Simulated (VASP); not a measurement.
Ag2PdO2, 10 atoms in the cell. The structure is orthorhombic, space group Immm (No. 71). Conventional cell: a = 3.023 Å, b = 4.565 Å, c = 9.838 Å, α = 90.00°, β = 90.00°, γ = 90.00°. Within 3.1 Å of Ag (site symmetry mm2) lie 4 O at 2.28 to 2.64 Å and 3 Ag at 2.75 to 3.02 Å and 4 Pd at 3.06 Å. Pd (site symmetry mmm) has 4 O at 2.04 Å within 2.7 Å. Within 2.8 Å of O (site symmetry mm2) lie 2 Pd at 2.04 Å and 4 Ag at 2.28 to 2.64 Å and 1 O at 2.75 Å.  This cell differs from its parent crystal: biaxial strain in the a-b plane: +1.5 %.

| Item | Value |
| --- | --- |
| Program | VASP 6.6.1 |
| Task | single point |
| Functional | PBEsol |
| Potentials or basis | VASP PAW PBE potentials, release 64 (Ag, Pd, O) |
| Cutoff | 600 eV |
| k mesh | 12 × 8 × 4 |
| Occupations | gaussian, width 0.1 eV |
| Spin | no spin polarisation |
| Dipole correction | no |
| Further INCAR settings | ALGO = Normal; EDIFF = 1e-06; NBANDS = 55 |

Potentials or basis: VASP PAW PBE potentials, release 64 (Ag, Pd, O).

Run with:

```bash
$ cat potpaw_PBE.64/Ag/POTCAR potpaw_PBE.64/Pd/POTCAR potpaw_PBE.64/O/POTCAR > POTCAR
$ mpirun -np 1 vasp_std > vasp.out
```

Hardware: 1 thread of AMD EPYC 7R13 Processor (Zen 3), on a shared host.

Problem. Estimate the wall time of this run.

Solution. Wall time 11 min on 1 thread of AMD EPYC 7R13 Processor (Zen 3) (shared host), peak memory 0.78 GiB. Counts: scf iterations 16, k points 105.
